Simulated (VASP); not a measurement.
Cs3SiPt:

```
Cs Si Pt
1.0
     5.20929    0.00000    0.00000
     0.00000    5.20929    0.00000
     0.00000    0.00000    6.59160
Cs Si Pt
3 1 1
Direct
  0.50000 0.50000 0.10590
  0.00000 0.50000 0.50000
  0.50000 0.00000 0.50000
  0.50000 0.50000 0.66200
  0.00000 0.00000 0.00000
```

The cell was generated, and may not be a known phase.

| Quantity | Value |
| --- | --- |
| Program | VASP 6.6.1 |
| Task | relaxation of cell and atoms |
| Functional | PBE |
| Potentials or basis | VASP PAW PBE potentials, release 64 (Cs_sv, Si, Pt) |
| Cutoff | 600 eV |
| k mesh | 4 × 4 × 4 |
| Occupations | gaussian, width 0.1 eV |
| Spin | no spin polarisation |

At the start: pressure 7.5 GPa; volume 35.77 Å³/atom.

Question: How do energy, volume and symmetry change on relaxing?

Answer: Over 59 steps the energy falls by 514.6 meV/atom and the volume is 62.16 Å³/atom (+73.7 %); space group P4mm (No. 99, to 0.1 Å) before and after.

The path:
| step | energy change (eV) | largest force (eV/Å) | pressure (GPa) | volume (Å³) |
| --- | --- | --- | --- | --- |
| 1 | 0.0000 | 0.2781 | 7.46 | 178.87 |
| 3 | -1.6206 | 0.6039 | 0.61 | 254.14 |
| 5 | -1.6681 | 0.7181 | -0.21 | 284.08 |
| 7 | -1.7353 | 0.7008 | -0.09 | 279.87 |
| 9 | -1.9178 | 0.3567 | 0.30 | 277.68 |
| 11 | -1.9890 | 0.3464 | 0.06 | 287.43 |
| 13 | -2.0422 | 0.3222 | -0.09 | 298.41 |
| 15 | -2.0639 | 0.0745 | -0.16 | 303.34 |
| 17 | -2.0737 | 0.1138 | 0.09 | 293.14 |
| 19 | -2.0775 | 0.0658 | 0.05 | 294.82 |
| 21 | -2.0816 | 0.0727 | -0.03 | 299.27 |
| 23 | -2.0838 | 0.0808 | -0.12 | 304.00 |
| 25 | -2.0902 | 0.0949 | -0.17 | 305.43 |
| 27 | -2.1055 | 0.2447 | -0.19 | 311.15 |
| 29 | -2.1242 | 0.2513 | -0.17 | 308.49 |
| 31 | -2.2187 | 0.2364 | 0.07 | 296.68 |
| 33 | -2.2629 | 0.1941 | 0.31 | 288.72 |
| 35 | -2.2736 | 0.1758 | 0.40 | 287.28 |
| 37 | -2.2905 | 0.1733 | 0.35 | 290.85 |
| 39 | -2.3256 | 0.2320 | -0.19 | 319.28 |
| 41 | -2.3375 | 0.1968 | -0.11 | 314.81 |
| 43 | -2.3999 | 0.1746 | -0.02 | 321.59 |
| 45 | -2.4413 | 0.2740 | -0.04 | 336.56 |
| 47 | -2.4730 | 0.1721 | -0.01 | 333.18 |
| 49 | -2.4731 | 0.2080 | 0.11 | 323.76 |
| 51 | -2.4850 | 0.1852 | 0.03 | 327.93 |
| 53 | -2.5116 | 0.1770 | -0.07 | 326.84 |
| 55 | -2.5693 | 0.0662 | 0.00 | 314.41 |
| 57 | -2.5721 | 0.0486 | -0.02 | 311.44 |
| 59 | -2.5728 | 0.0324 | -0.01 | 310.78 |

Final structure:
```
Cs Si Pt
1.0
     6.34104    0.00000    0.00000
     0.00000    6.34104    0.00000
     0.00000    0.00000    7.72906
Cs Si Pt
3 1 1
Direct
  0.50000 0.50000 0.04856
  0.00000 0.50000 0.45527
  0.50000 0.00000 0.45527
  0.50000 0.50000 0.55974
  0.00000 0.00000 0.24905
```

Caveat: the volume moved by over 15 % at a fixed basis, so the end points are rough.
